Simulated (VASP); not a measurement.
The system is Zn.

```
Zn
1.0
     2.78508    0.00000    0.00000
    -1.39254    2.41195    0.00000
     0.00000    0.00000    4.51182
Zn
2
Direct
  0.33333 0.66667 0.25000
  0.66667 0.33333 0.75000
```

| Item | Value |
| --- | --- |
| Program | VASP 6.6.1 |
| Task | relaxation of cell and atoms |
| Functional | PBE |
| Potentials or basis | VASP PAW PBE potentials, release 64 (Zn) |
| Cutoff | 600 eV |
| k mesh | 18 × 18 × 10 |
| Occupations | fermi-dirac, width 0.1 eV |
| Spin | no spin polarisation |

At the start: pressure -0.7 GPa; volume 15.15 Å³/atom.

Problem. How do energy, volume and symmetry change on relaxing?

Solution. Over 28 steps the energy falls by 16.3 meV/atom and the volume is 15.36 Å³/atom (+1.4 %); space group P6_3/mmc (No. 194, to 0.1 Å) before and after.

The path:
```
step  energy change (eV)  largest force (eV/Å)  pressure (GPa)  volume (Å³)
   1              0.0000                0.0000           -0.73        30.31
   2             -0.0013                0.0000           -0.13        30.01
   3             -0.0014                0.0000            0.43        29.83
   4             -0.0014                0.0000            0.21        29.89
   5             -0.0021                0.0000            0.19        29.88
   6             -0.0046                0.0000            0.35        29.85
   7             -0.0096                0.0000            0.67        29.78
   8             -0.0204                0.0000            2.14        29.57
   9              0.0939                0.0000            9.88        28.87
  10             -0.0215                0.0000            2.58        29.52
  11             -0.0212                0.0000            3.07        29.47
  12             -0.0215                0.0000            2.62        29.49
  13             -0.0217                0.0000            2.72        29.50
  14             -0.0221                0.0000            2.99        29.52
  15             -0.0224                0.0000            3.01        29.58
  16             -0.0231                0.0000            2.89        29.61
  17             -0.0248                0.0000            2.60        29.73
  18             -0.0277                0.0000            2.06        29.97
  19             -0.0310                0.0000            1.03        30.45
  20             -0.0284                0.0000           -0.92        31.42
  21             -0.0314                0.0000            0.37        30.73
  22             -0.0314                0.0000            0.52        30.69
  23             -0.0317                0.0000            0.44        30.69
  24             -0.0323                0.0000            0.22        30.71
  25             -0.0325                0.0000           -0.10        30.74
  26             -0.0326                0.0000            0.00        30.73
  27             -0.0326                0.0000            0.07        30.73
  28             -0.0326                0.0000            0.04        30.73
```

Final structure:
```
Zn
1.0
     2.63913    0.00000    0.00000
    -1.31956    2.28555    0.00000
     0.00000    0.00000    5.09460
Zn
2
Direct
  0.33333 0.66667 0.25000
  0.66667 0.33333 0.75000
```
